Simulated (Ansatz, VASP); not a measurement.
# SiBBr: VASP beside Ansatz

```
Si B Br
1.0
     3.11475    0.00000    0.00000
     0.00000    3.11475    0.00000
     0.00000    0.00000    5.69888
Si B Br
1 1 1
Cartesian
  0.0000 0.0000 2.8494
  1.5574 1.5574 0.0000
  0.0000 0.0000 0.0000
```

Alike in both runs: functional PBE; k mesh 6 × 6 × 4; occupations gaussian, width 0.1 eV; no spin polarisation.

Ansatz relaxed the structure, and its values are those at the end. VASP's run is a single point on that final structure, the one shown.

|  | VASP | Ansatz |
| --- | --- | --- |
| version | VASP 6.6.1 | Ansatz 0.2.0 |
| potentials or method | VASP PAW PBE potentials, release 64 (Si, B, Br), cutoff 520 eV | scalar-relativistic, plane waves, PAW |
| valence electrons in the cell | 14 | 14 |

```tsv
	VASP	Ansatz	Ansatz less VASP
gap on the k mesh at the Fermi level (eV)	none	none	-
pressure (GPa)	0.0	0.0	-0.01
```

A gap of «none» marks a metal or a gap that the smearing closes. The functional is the same, so the differences come from potentials, cutoffs and numerics.
